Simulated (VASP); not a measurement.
A run of VASP 6.6.1:

The input POSCAR:

```
Pt
1.0
   -1.8288483979      1.8288483979      1.1887514586
    1.8288483979     -1.8288483979      1.1887514586
    1.8288483979      1.8288483979     -1.1887514586
Pt
1
Direct
    0.0000000000      0.0000000000      0.0000000000
```

INCAR.step1

```
PREC = Accurate ; ENCUT = 520
ISMEAR = 0 ; SIGMA = 0.15
LREAL = F ; LASPH = T
NELM = 100 ; NBANDS = 11
GGA = PE ; ALGO = Normal
EDIFF = 1E-4 ; LWAVE = T
LCHARG = F
```

INCAR.step2

```
PREC = Accurate ; ENCUT = 520
EDIFF = 1E-7 ; ISMEAR = 0
SIGMA = 0.15 ; LREAL = F
LASPH = T ; NELM = 100
ALGO = Normal ; ISIF = 2
LWAVE = F ; LCHARG = F
METAGGA = R2SCAN ; LMIXTAU = T
NBANDS = 11 ; ISTART = 1
```

Contents of KPOINTS:

```
Automatic mesh
0
Gamma
  24 24 24
```

Potentials or basis: VASP PAW PBE potentials, release 64 (Pt).

Command:

```sh
$ cat potpaw_PBE.64/Pt/POTCAR > POTCAR
$ cp INCAR.step1 INCAR
$ mpirun -np 1 vasp_std > vasp.out
$ cp INCAR.step2 INCAR
$ mpirun -np 1 vasp_std > vasp.out
```

Hardware: 1 thread of AMD EPYC 7R13 Processor (Zen 3) (shared host).

Question: How long does it take, and how much memory?

Answer: Run time: 14 min on 1 thread of AMD EPYC 7R13 Processor (Zen 3) (shared host), peak memory 0.27 GiB. Counts: k points 1063.
